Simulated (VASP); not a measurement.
# As (Cmce) in VASP: further runs, part 2 of 2

VASP 6.6.1. Earlier steps stand in the parts before.

**3. Single point, PBE+D3(BJ)**

This run uses another cell than the first one, of 21.73 Å³/atom, 0.882 times its volume.

The input, INCAR:

```
ALGO = Normal ; EDIFF = 1E-6
ENCUT = 500 ; GGA = PE
GGA_COMPAT = F ; ISIF = 2
ISMEAR = 0 ; IVDW = 12
LASPH = T ; LCHARG = F
LREAL = F ; LWAVE = F
NBANDS = 18 ; NELM = 120
PREC = Accurate ; SIGMA = 0.1
```

The input, KPOINTS:

```
k-points
0
Gamma
  12 12 10
```

The input, POSCAR:

```
As
1.0
    1.8679641439     -5.4136180780      0.0000000000
    1.8679641439      5.4136180780      0.0000000000
    0.0000000000      0.0000000000      4.2982038371
As
4
Direct
    0.1126587450      0.8873412550      0.0556054930
    0.8873412550      0.1126587450      0.9443945070
    0.3873412550      0.6126587450      0.5556054930
    0.6126587450      0.3873412550      0.4443945070
```

Potentials or basis: VASP PAW PBE potentials, release 64 (As).

On the command line:

```sh
$ cat potpaw_PBE.64/As/POTCAR > POTCAR
$ mpirun -np 1 vasp_std > vasp.out
```

OUTCAR:

```text
EDIFF = 1E-6
   ENCUT = 500
   GGA = PE
   ISIF = 2
   ISMEAR = 0
   IVDW = 12
   LASPH = T
   LREAL = F
   NELM = 120
   PREC = Accurate
 IVDW          = 12

 ion  position               nearest neighbor table
   1  0.113  0.887  0.056-   2 2.49   4 2.51   4 2.51
   2  0.887  0.113  0.944-   1 2.49   3 2.51   3 2.51
   3  0.387  0.613  0.556-   4 2.49   2 2.51   2 2.51
   4  0.613  0.387  0.444-   3 2.49   1 2.51   1 2.51

  LATTYP: Found a base centered orthorhombic cell.
 ALAT       =     3.7359282878
 B/A-ratio  =     2.8981381124
 C/A-ratio  =     1.1505049096

  Lattice vectors:

 A1 = (   1.8679641439,  -5.4136180780,   0.0000000000)
 A2 = (   1.8679641439,   5.4136180780,   0.0000000000)
 A3 = (   0.0000000000,   0.0000000000,   4.2982038371)

Analysis of symmetry for initial positions (statically):
=====================================================================
 Subroutine PRICEL returns:
 Original cell was already a primitive cell.

 Routine SETGRP: Setting up the symmetry group for a
 base centered orthorhombic supercell.

 Subroutine GETGRP returns: Found  8 space group operations
 (whereof  4 operations were pure point group operations)
 out of a pool of  8 trial point group operations.

The static configuration has the point symmetry C_2h.
 The point group associated with its full space group is D_2h.

Analysis of symmetry for dynamics (positions and initial velocities):
=====================================================================
 Subroutine PRICEL returns:
 Original cell was already a primitive cell.

 Routine SETGRP: Setting up the symmetry group for a
 base centered orthorhombic supercell.

 Subroutine GETGRP returns: Found  8 space group operations
 (whereof  4 operations were pure point group operations)
 out of a pool of  8 trial point group operations.

The dynamic configuration has the point symmetry C_2h.
 The point group associated with its full space group is D_2h.

 Subroutine INISYM returns: Found  8 space group operations
 (whereof  4 operations are pure point group operations),
 and found     1 'primitive' translations

----------------------------------------------------------------------------------------

                                     Primitive cell

  volume of cell :      86.9307

  direct lattice vectors                    reciprocal lattice vectors
     1.867964144 -5.413618078  0.000000000     0.267671091 -0.092359674  0.000000000
     1.867964144  5.413618078  0.000000000     0.267671091  0.092359674  0.000000000
     0.000000000  0.000000000  4.298203837     0.000000000  0.000000000  0.232655323

  length of vectors
     5.726827284  5.726827284  4.298203837     0.283157416  0.283157416  0.232655323

  position of ions in fractional coordinates (direct lattice)
     0.112658745  0.887341255  0.055605493
     0.887341255  0.112658745  0.944394507
     0.387341255  0.612658745  0.555605493
     0.612658745  0.387341255  0.444394507

  ion indices of the primitive-cell ions
   primitive index   ion index
                 1           1
                 2           2
                 3           3
                 4           4

----------------------------------------------------------------------------------------
[... 27 lines left out ...]
  0.000000  0.000000  0.000000      1.000000
  0.083333  0.000000  0.000000      4.000000
  0.166667  0.000000  0.000000      4.000000
  0.250000  0.000000  0.000000      4.000000
  0.333333  0.000000  0.000000      4.000000
  0.416667  0.000000  0.000000      4.000000
[... 16 lines left out ...]
  0.500000  0.166667  0.000000      4.000000
 -0.416667  0.166667  0.000000      4.000000
 [... further k-points ...]
   k-points           NKPTS =    258   k-points in BZ     NKDIM =    258   number of bands    NBANDS=     18
   number of dos      NEDOS =    301   number of ions     NIONS =      4
   total plane-waves  NPLWV =  56448
   dimension x,y,z NGX =    42 NGY =   42 NGZ =   32
   dimension x,y,z NGXF=    84 NGYF=   84 NGZF=   64
   ions per type =               4
   NGX,Y,Z   is equivalent  to a cutoff of  12.19, 12.19, 12.38 a.u.
   NGXF,Y,Z  is equivalent  to a cutoff of  24.38, 24.38, 24.75 a.u.
 SYSTEM =  unknown system
   PREC   = accura    normal or accurate (medium, high low for compatibility)
   ISTART =      0    job   : 0-new  1-cont  2-samecut
   ICHARG =      2    charge: 1-file 2-atom 10-const
   ISPIN  =      1    spin polarized calculation?
   LNONCOLLINEAR =      F non collinear calculations
   LSORBIT =      F    spin-orbit coupling
   LASPH  =      T    aspherical Exc in radial PAW
   ENCUT  =  500.0 eV  36.75 Ry    6.06 a.u.  10.44 10.44  7.84*2*pi/ulx,y,z
   NELM   =    120;   NELMIN=  2; NELMDL= -5     # of ELM steps
   EDIFF  = 0.1E-05   stopping-criterion for ELM
   LREAL  =      F    real-space projection
   EDIFFG = 0.1E-04   stopping-criterion for IOM
   NSW    =      0    number of steps for IOM
   IBRION =     -1    ionic relax: 0-MD 1-quasi-New 2-CG
   NFREE  =      0    steps in history (QN), initial steepest desc. (CG)
   ISIF   =      2    stress and relaxation
   ISYM   =      2    0-nonsym 1-usesym 2-fastsym
   POTIM  = 0.5000    time-step for ionic-motion
   TEBEG  =    0.0;   TEEND  =   0.0 temperature during run
   PSTRESS=    0.0 pullay stress
   NELECT =      20.0000    total number of electrons
   NUPDOWN=      -1.0000    fix difference up-down
   EMIN   =  10.00;   EMAX   =-10.00  energy-range for DOS
   EFERMI =   0.00;   METHOD = LEGACY
   ISMEAR =     0;   SIGMA  =   0.10  broadening in eV -4-tet -1-fermi 0-gaus
   EFERMI_NEDOS =   21; number of points for ismear=-14 and -15
   IALGO  =     38    algorithm
   IMIX   =      4    mixing-type and parameters
     AMIX     =   0.40;   BMIX     =  1.00
     AMIX_MAG =   1.60;   BMIX_MAG =  1.00
  volume/ion in A,a.u.               =      21.73       146.66
  Fermi-wavevector in a.u.,A,eV,Ry     =   1.003137  1.895655 13.691335  1.006285
  Thomas-Fermi vector in A             =   2.135670
   LORBIT       =      0    0 simple, 1 ext, 2 COOP (PROOUT), +10 PAW based schemes
   GGA     = PE    functional components
   LHFCALC =     F    Hartree Fock is set to
   AEXX    =    0.0000 exact exchange contribution
   IVDW    =    12    specifies the selected vdW correction
   LEPSILON=     F    determine dielectric tensor
   LRPA    =     F    only Hartree local field effects (RPA)
 non-spin polarized calculation
 Gauss-broadening in eV      SIGMA  =   0.10
  energy-cutoff  :      500.00
  volume of cell :       86.93
 maximum number of plane-waves:      2232
 NGX is ok and might be reduce to    42
   NGX = 21   NGY = 21   NGZ = 15

 number of electron      19.9999998 magnetization

 Free energy of the ion-electron system (eV)
  ---------------------------------------------------
  ext. energy  EPLUGINS =         0.00000000
  ---------------------------------------------------
  free energy    TOTEN  =       -18.51411062 eV

  energy without entropy =      -18.51289823  energy(sigma->0) =      -18.51350443

 E-fermi :   5.0790     XC(G=0):  -9.9317

 val. band max:        5.0760077100   @ k =   0.5000   0.5000   0.1000
 cond. band min:       5.0905697509   @ k =   0.5000   0.4167   0.1000
 fundamental gap:      0.0145620409
 Fermi energy:         5.0789697731

 k-point     1 :       0.0000    0.0000    0.0000
  band No.  band energies     occupation
      1      -9.7350      2.00000
      2      -6.7920      2.00000
      3      -4.0820      2.00000
      4      -1.1078      2.00000
      5      -0.8257      2.00000
      6       0.8394      2.00000
[... 481 lines left out ...]
      5       0.4084      2.00000
      6       1.1548      2.00000
[... 10 lines left out ...]
     17      10.7564      0.00000
     18      12.2157      0.00000

 [... further k-points ...]

------------------------ aborting loop because EDIFF is reached ----------------------------------------

 Edisp (eV)   -1.65996

 E8    (eV) :    -0.7024

  FORCE on cell =-STRESS in cart. coord.  units (eV):
  Direction    XX          YY          ZZ          XY          YZ          ZX
  --------------------------------------------------------------------------------------
  -------------------------------------------------------------------------------------
  Total       0.17061     0.20665     0.15966     0.00000     0.00000     0.00000
  in kB       3.14444     3.80858     2.94266     0.00000     0.00000     0.00000
  external pressure =        3.30 kB  Pullay stress =        0.00 kB

 VOLUME and BASIS-vectors are now :
 -----------------------------------------------------------------------------
  energy-cutoff  :      500.00
  volume of cell :       86.93
      direct lattice vectors                 reciprocal lattice vectors
     1.867964144 -5.413618078  0.000000000     0.267671091 -0.092359674  0.000000000
     1.867964144  5.413618078  0.000000000     0.267671091  0.092359674  0.000000000
     0.000000000  0.000000000  4.298203837     0.000000000  0.000000000  0.232655323

 POSITION                                       TOTAL-FORCE (eV/Angst)
 -----------------------------------------------------------------------------------
      1.86796      4.19384      0.23900         0.000000     -0.044028     -0.041861
      1.86796     -4.19384      4.05920         0.000000      0.044028      0.041861
      1.86796      1.21978      2.38811         0.000000      0.044028     -0.041861
      1.86796     -1.21978      1.91010         0.000000     -0.044028      0.041861
 -----------------------------------------------------------------------------------
    total drift:                               -0.000000      0.000000     -0.000000

  FREE ENERGIE OF THE ION-ELECTRON SYSTEM (eV)
  ---------------------------------------------------
  free  energy   TOTEN  =       -20.1740709193 eV

  energy  without entropy=      -20.1728585276  energy(sigma->0) =      -20.17346472
```

OSZICAR:

```text
N       E                     dE             d eps       ncg     rms          rms(c)
DAV:   1     0.632872395633E+02    0.63287E+02   -0.77189E+03  9288   0.898E+02
DAV:   2    -0.143627335964E+02   -0.77650E+02   -0.75076E+02 12918   0.140E+02
DAV:   3    -0.185319990980E+02   -0.41693E+01   -0.41365E+01 11376   0.335E+01
DAV:   4    -0.185608023105E+02   -0.28803E-01   -0.28786E-01 11228   0.314E+00
DAV:   5    -0.185609155490E+02   -0.11324E-03   -0.11323E-03 10770   0.212E-01    0.472E+00
DAV:   6    -0.185307394304E+02    0.30176E-01   -0.12690E-02 10432   0.663E-01    0.284E+00
DAV:   7    -0.185139101043E+02    0.16829E-01   -0.29040E-02  9904   0.101E+00    0.121E-01
DAV:   8    -0.185140243828E+02   -0.11428E-03   -0.83731E-04 10166   0.160E-01    0.512E-02
DAV:   9    -0.185141122530E+02   -0.87870E-04   -0.16269E-04 10614   0.718E-02    0.158E-02
DAV:  10    -0.185141108507E+02    0.14023E-05   -0.86707E-06 10288   0.167E-02    0.654E-03
DAV:  11    -0.185141106216E+02    0.22906E-06   -0.21990E-06  9332   0.852E-03
   1 F= -.20174071E+02 E0= -.20173465E+02  d E =-.121239E-02
```

Run time: 2.8 min. Hardware: 1 thread of AMD EPYC 9R45 (Zen 5), shared host; peak memory 0.41 GiB.

Results:

```yaml
Free_energy: -20.1741 eV
Pressure: 0.3 GPa
Largest_force: 0.061 eV/Å
Band_gap_on_the_k_mesh: zero (band 10 reaches 5.24 eV, above the bottom of band 11 at 4.88 eV)
Dispersion_energy_per_atom: -0.415 eV
```

Forces in eV/Å, atoms in the order of the input:
```
As   0.000 -0.044 -0.042
As   0.000  0.044  0.042
As   0.000  0.044 -0.042
As   0.000 -0.044  0.042
```

Stress tensor (GPa, compression positive):
```
0.31 0.00 0.00
0.00 0.38 0.00
0.00 0.00 0.29
```

Caveat: pairwise dispersion overbinds metals, which lowers pressure and volume.
